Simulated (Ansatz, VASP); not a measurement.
**Se in VASP and in Ansatz**

INCAR

```
  ALGO = Normal
  EDIFF = 1E-7
  ENCUT = 520
  GGA = PS
  ISIF = 2
  ISMEAR = 0
  IVDW = 12
  LASPH = True
  LCHARG = False
  LREAL = False
  LWAVE = False
  NBANDS = 16
  NELM = 60
  PREC = Accurate
  SIGMA = 0.03
```

The input KPOINTS:

```
k-points
0
Gamma
  12 12 8
```

POSCAR

```
Se
1.0
    3.9533658474      0.0000000000      0.0000000000
   -1.9766829237      3.4237152543      0.0000000000
    0.0000000000      0.0000000000      5.2294761402
Se
3
Direct
    0.2610773134      0.0000000000      0.3333333333
    0.0000000000      0.2610773134      0.6666666667
    0.7389226866      0.7389226866      0.0000000000
```

Input for Ansatz:

```yaml
crystal:
  lattice:
    - [3.9533658474, 0.0, 0.0]
    - [-1.9766829237, 3.4237152543, 0.0]
    - [0.0, 0.0, 5.2294761402]
  atoms:
    - { symbol: Se, position: [0.2610773134, 0.0, 0.3333333333] }
    - { symbol: Se, position: [0.0, 0.2610773134, 0.6666666667] }
    - { symbol: Se, position: [0.7389226866, 0.7389226866, 0.0] }
basis:
  ecutwfc: 420
kpoints:
  mp_grid: { grid: [12, 12, 8] }
hamiltonian:
  xc: pbesol
  dispersion: d3bj
scf:
  occupations: { method: gaussian, width: 0.03 }
output:
  forces: true
  stress: true
  eigenvalues: true
```

Alike in both runs: task single point; functional PBEsol; dispersion D3(BJ); k mesh 12 × 12 × 8; occupations gaussian, width 0.03 eV; no spin polarisation.

|  | VASP | Ansatz |
| --- | --- | --- |
| version | VASP 6.6.1 | Ansatz 0.2.0 |
| potentials or method | VASP PAW PBE potentials, release 64 (Se), cutoff 520 eV | scalar-relativistic, plane waves, PAW |
| valence electrons in the cell | 18 | 48 |

Ansatz gave:

- gap on the k mesh at the Fermi level (eV): 0.20
- least direct gap on the mesh (eV): 0.20
- pressure (GPa): -3.7
- traceless stress, the component that is largest in VASP (GPa): -1.06
- rms of the force components (eV/Å): 0.168

Estimate VASP's values.

gap on the k mesh at the Fermi level (eV): 0.19; least direct gap on the mesh (eV): 0.19; pressure (GPa): -3.5; traceless stress, the component that is largest in VASP (GPa): -1.00; rms of the force components (eV/Å): 0.156.

VASP's potentials were made for PBE, not for PBEsol. Atom by atom the forces differ by 0.012 eV/Å (rms over components). VASP's potentials hold 18 valence electrons a cell and Ansatz's 48, so a difference there can come from the potentials and not from the codes.
